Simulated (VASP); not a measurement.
## AlCu: single point with PBE

AlCu, a sheet with vacuum:

```
Al Cu
1.0
     2.60483    0.00000    0.00000
    -1.30241    2.25585    0.00000
     0.00000    0.00000   26.75224
Al Cu
1 1
Direct
  0.00000 0.00000 0.25186
  0.00000 0.00000 0.34622
```

The cell was built from a structure type or drawn by symmetry, and may not be a known phase.

- Program: VASP 6.6.1
- Task: single point
- Functional: PBE
- Potentials or basis: VASP PAW PBE potentials, release 64 (Al, Cu)
- Cutoff: 520 eV
- k mesh: 24 × 24 × 1
- Occupations: gaussian, width 0.1 eV
- Spin: no spin polarisation
- Dipole correction: yes
- Further INCAR settings: ALGO = Normal; EDIFF = 1e-06; NBANDS = 14

| Property | Result |
| --- | --- |
| Largest force | 0.066 eV/Å |
| Band gap on the k mesh | zero (bands 7 and 8 overlap by 2.44 eV) |

Forces on the atoms (eV/Å):
```
Al   0.000  0.000  0.066
Cu   0.000  0.000 -0.066
```

Levels at points of the mesh, in eV from the Fermi level:
```tsv
k point	band 5	band 6	band 7	band 8	band 9	band 10
(0.00, 0.00, 0.00)	-2.51	-1.84	-1.84	-1.38	2.17	3.89
(0.50, 0.00, 0.00)	-2.05	-1.36	-1.12	1.26	2.93	5.67
```

Wall time 4.2 min on 1 thread of Intel Xeon 8259CL, on a shared host, peak memory 0.34 GiB.
